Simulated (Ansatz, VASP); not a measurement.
Pb in VASP and in Ansatz

```
Pb
1.0
     0.00000    3.43900    3.43900
     3.43900    0.00000    3.43900
     3.43900    3.43900    0.00000
Pb
2
Direct
  0.25000 0.25000 0.25000
  0.00000 0.00000 0.00000
```

Alike in both runs: task single point; functional HSE06; k mesh 4 × 4 × 4; occupations fermi-dirac, width 0.05 eV; no spin polarisation.

```csv
,VASP,Ansatz
version,VASP 6.6.1,Ansatz 0.2.0
potentials or method,"VASP PAW PBE potentials, release 64 (Pb_d)",Ansatz PAW
plane-wave cutoff (eV),520,420
valence electrons in the cell,28,28
```

|  | VASP | Ansatz | Ansatz less VASP |
| --- | --- | --- | --- |
| gap on the k mesh at the Fermi level (eV) | none | none | - |
| pressure (GPa) | 1.6 | 1.6 | +0.03 |

A gap of «none» marks a metal or a gap that the smearing closes.

The k mesh is coarse, so the values compare programs but aren't converged. Neither program's run includes spin-orbit coupling.
